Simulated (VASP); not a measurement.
Here is a VASP 6.6.1 calculation.

File INCAR:

```
SYSTEM = Al
PREC = Accurate
ENCUT = 520
EDIFF = 1E-6
ISMEAR = -1
SIGMA = 0.05
LREAL = .FALSE.
LASPH = .TRUE.
NELM = 80
ALGO = Normal
ISIF = 2
LWAVE = .FALSE.
LCHARG = .FALSE.
GGA = CA
NBANDS = 8
```

The input KPOINTS:

```
regular mesh
0
G
  12 12 12
  0 0 0
```

Contents of POSCAR:

```
Al
1.0
   -1.5944689274      1.5944689274      1.5944689274
    1.5944689274     -1.5944689274      1.5944689274
    1.5944689274      1.5944689274     -1.5944689274
Al
1
Direct
    0.0000000000      0.0000000000      0.0000000000
```

Potentials or basis: VASP PAW LDA potentials, release 64 (Al).

The run is started by

```sh
$ cat potpaw_LDA.64/Al/POTCAR > POTCAR
$ mpirun -np 1 vasp_std > vasp.out
```

Question: Predict the pressure.

Answer: 0.1 GPa.
